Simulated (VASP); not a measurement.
Sn3GeSe:

```
Sn Ge Se
1.0
     3.58913    2.07218    3.03733
    -3.58913    2.07218    3.03733
     0.00000   -4.14437    3.03733
Sn Ge Se
3 1 1
Cartesian
  -1.7652 1.0191 6.1129
  0.0000 -2.0382 6.1129
  1.7652 1.0191 6.1129
  0.0000 0.0000 0.0911
  0.0000 0.0000 4.9153
```

The cell was generated, and may not be a known phase.

| Quantity | Value |
| --- | --- |
| Program | VASP 6.6.1 |
| Task | relaxation of cell and atoms |
| Functional | PBE |
| Potentials or basis | VASP PAW PBE potentials, release 64 (Sn_d, Ge_d, Se) |
| Cutoff | 600 eV |
| k mesh | 3 × 3 × 3 |
| Occupations | gaussian, width 0.1 eV |
| Spin | no spin polarisation |

At the start: pressure 13.1 GPa; volume 27.11 Å³/atom.

Where does the relaxation end?

Over 47 steps the energy falls by 646.8 meV/atom and the volume is 33.68 Å³/atom (+24.3 %); space group R3m (No. 160, to 0.1 Å) before and after.

Step by step:
```tsv
step	energy change (eV)	largest force (eV/Å)	pressure (GPa)	volume (Å³)
1	0.0000	4.7074	13.10	135.54
3	-1.7238	0.2426	-0.18	165.71
5	-1.7358	0.2335	-0.12	165.36
7	-1.7840	1.0057	2.40	156.49
9	-1.7891	0.8019	1.81	158.22
11	-1.8097	0.8942	2.05	157.65
13	-1.8863	1.2266	3.10	155.33
15	-1.9211	1.4233	4.10	153.58
17	-2.0178	1.2645	4.13	154.37
19	-2.0545	1.2588	4.22	154.96
21	-2.2490	0.8420	2.16	160.72
23	-2.3721	0.7374	-0.55	171.22
25	-2.4218	0.7030	-0.38	169.75
27	-2.5582	0.8132	0.79	163.20
29	-2.5680	0.9637	1.19	161.53
31	-2.6663	0.8541	0.59	163.85
33	-2.8939	0.3116	-1.25	174.23
35	-2.9670	0.3558	-1.34	178.62
37	-3.0153	0.8629	0.53	176.85
39	-3.0996	0.4092	-0.12	175.45
41	-3.1460	0.5439	-0.19	167.76
43	-3.2250	0.0951	-0.11	168.39
45	-3.2306	0.0953	-0.03	168.42
47	-3.2339	0.0282	-0.04	168.42
```

Final structure:
```yaml
crystal:
  lattice:
    - [3.31158, 1.91194, 4.43332]
    - [-3.31158, 1.91194, 4.43332]
    - [0.00000, -3.82388, 4.43332]
  atoms:
    - { symbol: Sn, position: [0.48851, 0.95562, 0.48851] }
    - { symbol: Sn, position: [0.48851, 0.48851, 0.95562] }
    - { symbol: Sn, position: [0.95562, 0.48851, 0.48851] }
    - { symbol: Ge, position: [0.16501, 0.16501, 0.16501] }
    - { symbol: Se, position: [0.46438, 0.46438, 0.46438] }
```

Caveat: the volume moved by over 15 % at a fixed basis, so the end points are rough.
